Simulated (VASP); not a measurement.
The system is Ag.

```
CELL_PARAMETERS angstrom
0.00000 2.04310 2.04310
2.04310 0.00000 2.04310
2.04310 2.04310 0.00000
ATOMIC_POSITIONS crystal
Ag 0.00000 0.00000 0.00000
```

| Item | Value |
| --- | --- |
| Program | VASP 6.6.1 |
| Task | relaxation of cell and atoms |
| Functional | PBE |
| Potentials or basis | VASP PAW PBE potentials, release 64 (Ag) |
| Cutoff | 600 eV |
| k mesh | 18 × 18 × 18 |
| Occupations | gaussian, width 0.1 eV |
| Spin | no spin polarisation |

At the start: pressure 4.5 GPa; volume 17.06 Å³/atom.

How do energy, volume and symmetry change on relaxing?

Over 3 steps the energy falls by 9.9 meV/atom and the volume is 17.80 Å³/atom (+4.4 %); space group Fm-3m (No. 225, to 0.05 Å).

Step by step:
```tsv
step	energy change (eV)	largest force (eV/Å)	pressure (GPa)	volume (Å³)
1	0.0000	0.0000	4.47	17.06
2	-0.0067	0.0000	-2.15	18.26
3	-0.0099	0.0000	0.01	17.80
```

Final structure:
```cif
data_structure
_symmetry_space_group_name_H-M 'P 1'
_symmetry_Int_Tables_number 1
_cell_length_a 2.9309
_cell_length_b 2.9309
_cell_length_c 2.9309
_cell_angle_alpha 60.000
_cell_angle_beta 60.000
_cell_angle_gamma 60.000
_cell_volume 17.80
loop_
_atom_site_label
_atom_site_type_symbol
_atom_site_fract_x
_atom_site_fract_y
_atom_site_fract_z
_atom_site_occupancy
Ag1 Ag 0.00000 0.00000 0.00000 1
```
